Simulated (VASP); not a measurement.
# Li (P6_3/mmc) in VASP: single point with PBE

Aim: the single point of Li with PBE.

Everything below comes from runs of VASP 6.6.1. Logs are shortened: lines on timing, memory, paths and dates and some standing lists are left out, and cuts for length are marked.

**1. The cell of the first run**

The structure is hexagonal, space group P6_3/mmc (No. 194). The conventional cell has a = 3.054 Å, b = 3.054 Å, c = 10.013 Å, α = 90.00°, β = 90.00°, γ = 120.00°. Li (site symmetry -3m) has 12 Li at 3.05 to 3.06 Å within 4.0 Å. Within 4.0 Å of Li (site symmetry -6m2) lie 12 Li at 3.05 to 3.06 Å.

This isn't the form of Li at room conditions, which is bcc.

**2. Single point, PBE**

The input, POSCAR:

```
Li
1.0
    3.0538670149      0.0000000000      0.0000000000
   -1.5269335075      2.6447264147      0.0000000000
    0.0000000000      0.0000000000     10.0126027158
Li
4
Direct
    0.0000000000      0.0000000000      0.5000000000
    0.6666666667      0.3333333333      0.2500000000
    0.3333333333      0.6666666667      0.7500000000
    0.0000000000      0.0000000000      0.0000000000
```

The input, INCAR.step1:

```
ALGO     = Fast           # electronic algorithm
EDIFF    = 1E-7           # SCF threshold, eV
ENCUT    = 520            # plane-wave cutoff, eV
GGA      = PE             # functional
ISIF     = 2              # what is computed and relaxed
ISMEAR   = 0              # smearing method
LASPH    = T              # aspherical terms in the spheres
LCHARG   = T              # write CHGCAR
LREAL    = F              # projectors in reciprocal space
LWAVE    = F              # write WAVECAR
NBANDS   = 14             # bands
NELM     = 60             # most SCF steps
PREC     = Accurate       # precision mode
SIGMA    = 0.1            # smearing width, eV
```

The input, KPOINTS.step1:

```
k-points
0
Gamma
  18 18 6
```

The input, INCAR.step2:

```
ALGO     = Fast           # electronic algorithm
EDIFF    = 1E-7           # SCF threshold, eV
ENCUT    = 520            # plane-wave cutoff, eV
GGA      = PE             # functional
ICHARG   = 11             # starting density
ISIF     = 2              # what is computed and relaxed
ISMEAR   = -5             # smearing method
LASPH    = T              # aspherical terms in the spheres
LCHARG   = F              # write CHGCAR
LORBIT   = 10             # projections on sites
LREAL    = F              # projectors in reciprocal space
LWAVE    = F              # write WAVECAR
NEDOS    = 2001           # points of the DOS
NELM     = 60             # most SCF steps
PREC     = Accurate       # precision mode
SIGMA    = 0.1            # smearing width, eV
```

The input, KPOINTS.step2:

```
k-points
0
Gamma
  27 27 9
```

Potentials or basis: VASP PAW PBE potentials, release 64 (Li_sv).

Run with:

```sh
cat potpaw_PBE.64/Li_sv/POTCAR > POTCAR
cp INCAR.step1 INCAR
cp KPOINTS.step1 KPOINTS
mpirun -np 1 vasp_std > vasp.out
cp INCAR.step2 INCAR
cp KPOINTS.step2 KPOINTS
mpirun -np 1 vasp_std > vasp.out
```

OUTCAR:

```text
EDIFF = 1E-7
   ENCUT = 520
   GGA = PE
   ICHARG = 11
   ISIF = 2
   ISMEAR = -5
   LASPH = T
   LORBIT = 10
   LREAL = F
   NELM = 60
   PREC = Accurate

 ion  position               nearest neighbor table
   1  0.000  0.000  0.500-
   2  0.667  0.333  0.250-
   3  0.333  0.667  0.750-
   4  0.000  0.000  0.000-

  LATTYP: Found a hexagonal cell.
 ALAT       =     3.0538670149
 C/A-ratio  =     3.2786636310

  Lattice vectors:

 A1 = (   3.0538670149,   0.0000000000,   0.0000000000)
 A2 = (  -1.5269335075,   2.6447264147,   0.0000000000)
 A3 = (   0.0000000000,   0.0000000000,  10.0126027158)

Analysis of symmetry for initial positions (statically):
=====================================================================
 Subroutine PRICEL returns:
 Original cell was already a primitive cell.

 Routine SETGRP: Setting up the symmetry group for a
 hexagonal supercell.

 Subroutine GETGRP returns: Found 24 space group operations
 (whereof 12 operations were pure point group operations)
 out of a pool of 24 trial point group operations.

The static configuration has the point symmetry D_3d.
 The point group associated with its full space group is D_6h.

Analysis of symmetry for dynamics (positions and initial velocities):
=====================================================================
 Subroutine PRICEL returns:
 Original cell was already a primitive cell.

 Routine SETGRP: Setting up the symmetry group for a
 hexagonal supercell.

 Subroutine GETGRP returns: Found 24 space group operations
 (whereof 12 operations were pure point group operations)
 out of a pool of 24 trial point group operations.

The dynamic configuration has the point symmetry D_3d.
 The point group associated with its full space group is D_6h.

 Subroutine INISYM returns: Found 24 space group operations
 (whereof 12 operations are pure point group operations),
 and found     1 'primitive' translations

----------------------------------------------------------------------------------------

                                     Primitive cell

  volume of cell :      80.8682

  direct lattice vectors                    reciprocal lattice vectors
     3.053867015  0.000000000  0.000000000     0.327453683  0.189055472  0.000000000
    -1.526933507  2.644726415  0.000000000     0.000000000  0.378110944  0.000000000
     0.000000000  0.000000000 10.012602716     0.000000000  0.000000000  0.099874131

  length of vectors
     3.053867015  3.053867015 10.012602716     0.378110944  0.378110944  0.099874131

  position of ions in fractional coordinates (direct lattice)
     0.000000000  0.000000000  0.500000000
     0.666666667  0.333333333  0.250000000
     0.333333333  0.666666667  0.750000000
     0.000000000  0.000000000  0.000000000

  ion indices of the primitive-cell ions
   primitive index   ion index
                 1           1
                 2           2
                 3           3
                 4           4

----------------------------------------------------------------------------------------

 KPOINTS: k-points

Automatic generation of k-mesh.
 Grid dimensions read from file:
 generate k-points for:   27   27    9

 Generating k-lattice:

  Cartesian coordinates                     Fractional coordinates (reciprocal lattice)
     0.012127914  0.007002055  0.000000000     0.037037037  0.000000000  0.000000000
     0.000000000  0.014004109  0.000000000     0.000000000  0.037037037  0.000000000
     0.000000000  0.000000000  0.011097126     0.000000000  0.000000000  0.111111111

  Length of vectors
     0.014004109  0.014004109  0.011097126

  Shift w.r.t. Gamma in fractional coordinates (k-lattice)
     0.000000000  0.000000000  0.000000000

 TETIRR: Found   6288 inequivalent tetrahedra from    39366

 Subroutine IBZKPT returns following result:
 ===========================================

 Found    375 irreducible k-points:

 Following reciprocal coordinates:
            Coordinates               Weight
  0.000000  0.000000  0.000000      1.000000
  0.037037  0.000000  0.000000      6.000000
  0.074074  0.000000  0.000000      6.000000
  0.111111  0.000000  0.000000      6.000000
  0.148148  0.000000  0.000000      6.000000
  0.185185 -0.000000  0.000000      6.000000
[... 16 lines left out ...]
  0.333333  0.037037  0.000000     12.000000
  0.370370  0.037037  0.000000     12.000000
 [... further k-points ...]
   k-points           NKPTS =    375   k-points in BZ     NKDIM =    375   number of bands    NBANDS=     10
   number of dos      NEDOS =   2001   number of ions     NIONS =      4
   total plane-waves  NPLWV =  46080
   dimension x,y,z NGX =    24 NGY =   24 NGZ =   80
   dimension x,y,z NGXF=    48 NGYF=   48 NGZF=  160
   ions per type =               4
   NGX,Y,Z   is equivalent  to a cutoff of  13.07, 13.07, 13.28 a.u.
   NGXF,Y,Z  is equivalent  to a cutoff of  26.13, 26.13, 26.57 a.u.
 SYSTEM =  unknown system
   PREC   = accura    normal or accurate (medium, high low for compatibility)
   ISTART =      0    job   : 0-new  1-cont  2-samecut
   ICHARG =     11    charge: 1-file 2-atom 10-const
   ISPIN  =      1    spin polarized calculation?
   LNONCOLLINEAR =      F non collinear calculations
   LSORBIT =      F    spin-orbit coupling
   LASPH  =      T    aspherical Exc in radial PAW
   ENCUT  =  520.0 eV  38.22 Ry    6.18 a.u.   5.68  5.68 18.62*2*pi/ulx,y,z
   NELM   =     60;   NELMIN=  2; NELMDL=  0     # of ELM steps
   EDIFF  = 0.1E-06   stopping-criterion for ELM
   LREAL  =      F    real-space projection
   EDIFFG = 0.1E-05   stopping-criterion for IOM
   NSW    =      0    number of steps for IOM
   IBRION =     -1    ionic relax: 0-MD 1-quasi-New 2-CG
   NFREE  =      0    steps in history (QN), initial steepest desc. (CG)
   ISIF   =      2    stress and relaxation
   ISYM   =      2    0-nonsym 1-usesym 2-fastsym
   POTIM  = 0.5000    time-step for ionic-motion
   TEBEG  =    0.0;   TEEND  =   0.0 temperature during run
   PSTRESS=    0.0 pullay stress
   NELECT =      12.0000    total number of electrons
   NUPDOWN=      -1.0000    fix difference up-down
   EMIN   =  10.00;   EMAX   =-10.00  energy-range for DOS
   EFERMI =   0.00;   METHOD = LEGACY
   ISMEAR =    -5;   SIGMA  =   0.10  broadening in eV -4-tet -1-fermi 0-gaus
   EFERMI_NEDOS =   21; number of points for ismear=-14 and -15
   IALGO  =     68    algorithm
   IMIX   =      4    mixing-type and parameters
     AMIX     =   0.40;   BMIX     =  1.00
     AMIX_MAG =   1.60;   BMIX_MAG =  1.00
  volume/ion in A,a.u.               =      20.22       136.43
  Fermi-wavevector in a.u.,A,eV,Ry     =   0.866714  1.637853 10.220610  0.751194
  Thomas-Fermi vector in A             =   1.985143
   LORBIT       =     10    0 simple, 1 ext, 2 COOP (PROOUT), +10 PAW based schemes
   GGA     = PE    functional components
   LHFCALC =     F    Hartree Fock is set to
   AEXX    =    0.0000 exact exchange contribution
   IVDW    =     0    specifies the selected vdW correction
   LEPSILON=     F    determine dielectric tensor
   LRPA    =     F    only Hartree local field effects (RPA)
 non-spin polarized calculation
 RMM-DIIS sequential band-by-band and
 Fermi weights with tetrahedron method with Bloechl corrections
  energy-cutoff  :      520.00
  volume of cell :       80.87
 maximum number of plane-waves:      2210
 NGX is ok and might be reduce to    24

 number of electron      12.0000002 magnetization

 Free energy of the ion-electron system (eV)
  ---------------------------------------------------
  ext. energy  EPLUGINS =         0.00000000
  ---------------------------------------------------
  free energy    TOTEN  =        -7.62459061 eV

  energy without entropy =       -7.62459061  energy(sigma->0) =       -7.62459061

 E-fermi :   0.6272     XC(G=0):  -7.0505

 val. band max:        0.6436638540   @ k =   0.4815   0.0370   0.2222
 cond. band min:       0.5704074748   @ k =   0.2593   0.1852   0.0000
 fundamental gap:     -0.0732563792
 Fermi energy:         0.6272320883

 k-point     1 :       0.0000    0.0000    0.0000
  band No.  band energies     occupation
      1     -45.8911      2.00000
      2     -45.8826      2.00000
      3     -45.8817      2.00000
      4     -45.8732      2.00000
      5      -2.9316      2.00000
      6      -1.8227      2.00000
      7      -1.8220      2.00000
      8       0.5938      2.00000
      9       3.5344      0.00000
     10       8.5647      0.00000

 k-point     2 :       0.0370    0.0000    0.0000
  band No.  band energies     occupation
      1     -45.8909      2.00000
      2     -45.8824      2.00000
      3     -45.8815      2.00000
      4     -45.8731      2.00000
      5      -2.9097      2.00000
      6      -1.8002      2.00000
      7      -1.7995      2.00000
      8       0.6227      1.52420
      9       3.5429      0.00000
     10       8.5753      0.00000

 k-point     3 :       0.0741    0.0000    0.0000
  band No.  band energies     occupation
      1     -45.8902      2.00000
      2     -45.8820      2.00000
      3     -45.8811      2.00000
      4     -45.8728      2.00000
      5      -2.8441      2.00000
      6      -1.7326      2.00000
      7      -1.7319      2.00000
      8       0.7094     -0.12654
      9       3.5683      0.00000
     10       8.6042      0.00000
[... 248 lines left out ...]
 k-point    23 :       0.3333    0.0370    0.0000
  band No.  band energies     occupation
      1     -45.8771      2.00000
      2     -45.8728      2.00000
      3     -45.8719      2.00000
      4     -45.8676      2.00000
      5      -0.9458      2.00000
      6       0.1537      2.00000
      7       0.1594      2.08297
      8       3.1951      0.00000
      9       3.3984      0.00000
     10       6.0100      0.00000

 k-point    24 :       0.3704    0.0370    0.0000
  band No.  band energies     occupation
      1     -45.8754      2.00000
      2     -45.8718      2.00000
      3     -45.8709      2.00000
      4     -45.8673      2.00000
      5      -0.5216      2.00000
      6       0.5360      1.80346
      7       0.5478      1.12179
      8       2.9837      0.00000
      9       3.7381      0.00000
     10       5.3204      0.00000

 [... further k-points ...]

------------------------ aborting loop because EDIFF is reached ----------------------------------------

  FORCE on cell =-STRESS in cart. coord.  units (eV):
  Direction    XX          YY          ZZ          XY          YZ          ZX
  --------------------------------------------------------------------------------------
  -------------------------------------------------------------------------------------
  Total       -0.0210345     -0.0210345     -0.0805780      0.0000000     -0.0000000      0.0000000
  in kB       -0.4167407     -0.4167407     -1.5964273      0.0000000     -0.0000000      0.0000000
  external PRESSURE =      -0.8099695 kB  Pullay stress =       0.0000000 kB

 VOLUME and BASIS-vectors are now :
 -----------------------------------------------------------------------------
  energy-cutoff  :      520.00
  volume of cell :       80.87
      direct lattice vectors                 reciprocal lattice vectors
     3.053867015  0.000000000  0.000000000     0.327453683  0.189055472  0.000000000
    -1.526933507  2.644726415  0.000000000     0.000000000  0.378110944  0.000000000
     0.000000000  0.000000000 10.012602716     0.000000000  0.000000000  0.099874131

 POSITION                                       TOTAL-FORCE (eV/Angst)
 -----------------------------------------------------------------------------------
      0.00000      0.00000      5.00630        -0.000000      0.000000     -0.000000
      1.52693      0.88158      2.50315        -0.000000     -0.000000      0.000000
     -0.00000      1.76315      7.50945         0.000000      0.000000      0.000000
      0.00000      0.00000      0.00000        -0.000000      0.000000     -0.000000
 -----------------------------------------------------------------------------------
    total drift:                               -0.000000     -0.000000      0.000000

  FREE ENERGIE OF THE ION-ELECTRON SYSTEM (eV)
  ---------------------------------------------------
  free  energy   TOTEN  =        -7.6245906061 eV

  energy  without entropy=       -7.6245906061  energy(sigma->0) =       -7.62459061

 total charge

# of ion       s       p       d       tot
------------------------------------------
    1        2.033   0.041   0.000   2.074
    2        2.033   0.041   0.000   2.074
    3        2.033   0.041   0.000   2.074
    4        2.033   0.041   0.000   2.074
--------------------------------------------------
tot          8.132   0.165   0.000   8.297
```

It took 11 min on 1 thread of Intel Xeon 8259CL, shared host; peak memory 0.36 GiB.

What came out:

```yaml
Valence_electrons_inside_the_program's_atomic_spheres: Li 2.07
```

Levels at points of the mesh, in eV from the Fermi level:
| k point | band 4 | band 5 | band 6 | band 7 | band 8 | band 9 |
| --- | --- | --- | --- | --- | --- | --- |
| (0.00, 0.00, 0.00) | -46.50 | -3.56 | -2.45 | -2.45 | -0.03 | 2.91 |

Caveat: the cutoff is under 1.25 times the usual one of these potentials, so pressure, stress and relaxed cells hold a basis-set (Pulay) error.
